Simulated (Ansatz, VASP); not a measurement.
# One calculation of TaN, two programs

INCAR

```
ALGO = Normal
EDIFF = 1E-6
ENCUT = 600
GGA = CA
GGA_COMPAT = F
ISIF = 2
ISMEAR = 0
LASPH = T
LCHARG = F
LREAL = F
LWAVE = F
NBANDS = 16
NELM = 120
PREC = Accurate
SIGMA = 0.15
```

The input KPOINTS:

```
k-points
0
Gamma
  18 18 18
```

POSCAR

```
TaN
1.0
    0.0000000000      2.1918784864      2.1918784864
    2.1918784864      0.0000000000      2.1918784864
    2.1918784864      2.1918784864      0.0000000000
Ta N
1 1
Direct
    0.5000000000      0.5000000000      0.5000000000
    0.0000000000      0.0000000000      0.0000000000
```

Input for Ansatz:

```yaml
crystal:
  lattice:
    - [0.0, 2.1918784864, 2.1918784864]
    - [2.1918784864, 0.0, 2.1918784864]
    - [2.1918784864, 2.1918784864, 0.0]
  atoms:
    - { symbol: Ta, position: [0.5, 0.5, 0.5] }
    - { symbol: "N", position: [0.0, 0.0, 0.0] }
basis:
  ecutwfc: 520.0
kpoints:
  mp_grid: { grid: [18, 18, 18] }
hamiltonian:
  xc: lda
  pseudopotentials: { kind: paw, azcp: { folder: soft_1 } }
scf:
  occupations: { method: gaussian, width: 0.15 }
output:
  forces: true
  stress: true
  eigenvalues: true
  write_density: true
  write_potential: true
  elf: true
  volumetric_format: npy
```

Change from the starting cell: mode 4 frozen in at +0.000 Å, equal normal strain along x, y and z +0.0083.

Alike in both runs: task single point; functional LDA; k mesh 18 × 18 × 18; occupations gaussian, width 0.15 eV; no spin polarisation.

|  | VASP | Ansatz |
| --- | --- | --- |
| version | VASP 6.6.1 | Ansatz 0.2.0 |
| potentials or method | VASP PAW LDA potentials, release 64 (Ta_sv_GW, N), cutoff 600 eV | scalar-relativistic, plane waves, PAW |
| valence electrons in the cell | 18 | 18 |

```tsv
	VASP	Ansatz	Ansatz less VASP
gap on the k mesh at the Fermi level (eV)	none	none	-
pressure (GPa)	-7.6	-8.9	-1.28
```

Ansatz warns that its potentials were made for another functional, while VASP's fit it. LDA's correlation is that of Perdew and Zunger in VASP and of Perdew and Wang (1992) in Ansatz. A gap of «none» marks a metal or a gap that the smearing closes.

Neither program's run includes spin-orbit coupling.
